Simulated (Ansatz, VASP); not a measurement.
Li: VASP and Ansatz over several settings

```
Li
1.0
    -1.73094    1.73094    1.73094
     1.73094   -1.73094    1.73094
     1.73094    1.73094   -1.73094
Li
1
Direct
  0.00000 0.00000 0.00000
```

Single points on this cell with VASP 6.6.1 and Ansatz 0.2.0. Each row is one pair of runs. Alike in all rows: spin: off; smearing: fermi-dirac, width 0.05 eV.

| level | k mesh | VASP's potentials, cutoff | Ansatz's potentials, cutoff | gap on the k mesh at the Fermi level (eV), VASP | gap on the k mesh at the Fermi level (eV), Ansatz |
| --- | --- | --- | --- | --- | --- |
| r2SCAN+D3(BJ) | 11 × 11 × 11 | VASP PAW PBE potentials, release 64 (Li_sv), 520 eV | Ansatz PAW, 500 eV | none | none |
| PBEsol | 11 × 11 × 11 | VASP PAW PBE potentials, release 64 (Li_sv), 520 eV | Ansatz PAW, 420 eV | none | none |
| revPBE | 11 × 11 × 11 | VASP PAW PBE potentials, release 64 (Li_sv), 520 eV | Ansatz PAW, 420 eV | none | none |
| LDA | 11 × 11 × 11 | VASP PAW LDA potentials, release 64 (Li_sv), 520 eV | Ansatz PAW, 420 eV | none | none |
| PBEsol+D3(BJ) | 11 × 11 × 11 | VASP PAW PBE potentials, release 64 (Li_sv), 520 eV | Ansatz PAW, 420 eV | none | none |
| revPBE+D3(BJ) | 11 × 11 × 11 | VASP PAW PBE potentials, release 64 (Li_sv), 520 eV | Ansatz PAW, 420 eV | none | none |
| PBE | 11 × 11 × 11 | VASP PAW PBE potentials, release 64 (Li_sv), 520 eV | Ansatz PAW earlier set, 780 eV | none | none |
| PBE0 | 6 × 6 × 6 | VASP PAW PBE potentials, release 64 (Li_sv), 520 eV | Ansatz PAW, 420 eV | none | none |

A gap of «none» marks a metal or a gap that the smearing closes.

The k mesh is coarse in some rows, so the values compare programs but aren't converged. Noted on VASP's runs: the cutoff is short for stress, so the pressure is rough. Noted on Ansatz's runs: the potentials were made for another functional, which shifts forces and pressure.
